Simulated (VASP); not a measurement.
Here is a VASP 6.6.1 calculation.

Contents of POSCAR:

```
TaN
1.0
    2.9361543272      0.0000000000      0.0000000000
   -1.4680771636      2.5427842368      0.0000000000
    0.0000000000      0.0000000000      2.6538490686
Ta N
1 1
Direct
    0.3333333333      0.6666666667      0.5000000000
    0.0000000000      0.0000000000      0.0000000000
```

File INCAR.step1:

```
SYSTEM = TaN
PREC = Accurate ; ENCUT = 520
ISMEAR = 0 ; SIGMA = 0.15
LREAL = .FALSE. ; LASPH = .TRUE.
NELM = 60 ; NBANDS = 15
GGA = PE ; ALGO = Normal
EDIFF = 1E-4 ; LWAVE = .TRUE.
LCHARG = .FALSE.
```

File INCAR.step2:

```
SYSTEM = TaN
PREC = Accurate ; ENCUT = 520
EDIFF = 1E-6 ; ISMEAR = 0
SIGMA = 0.15 ; LREAL = .FALSE.
LASPH = .TRUE. ; NELM = 60
ALGO = Normal ; ISIF = 2
LWAVE = .FALSE. ; LCHARG = .TRUE.
METAGGA = R2SCAN ; LMIXTAU = .TRUE.
LELF = .TRUE. ; LVHAR = .TRUE.
NBANDS = 15 ; ISTART = 1
```

Contents of KPOINTS:

```
regular mesh
0
G
  24 24 20
  0 0 0
```

Potentials or basis: VASP PAW PBE potentials, release 64 (Ta_pv, N).

The run is started by

```console
$ cat potpaw_PBE.64/Ta_pv/POTCAR potpaw_PBE.64/N/POTCAR > POTCAR
$ cp INCAR.step1 INCAR
$ mpirun -np 1 vasp_std > vasp.out
$ cp INCAR.step2 INCAR
$ mpirun -np 1 vasp_std > vasp.out
```

**Question.** What does it give for the band gap on the k mesh?

**Answer.** Zero (bands 8 and 9 overlap by 0.37 eV).

**Question.** Predict the pressure.

**Answer.** 43.1 GPa.

Stress tensor (GPa, compression positive):
```
18.65  0.00  0.00
 0.00 18.65  0.00
 0.00  0.00 91.94
```

Caveat: the cell differs from its parent crystal (strain +0.000 along x and y, -0.080 along z); the cell stands under pressure; the PAW data sets were made with another functional, which shifts forces and pressure a little; spin-orbit coupling is left out, which moves the levels of the heavy elements.
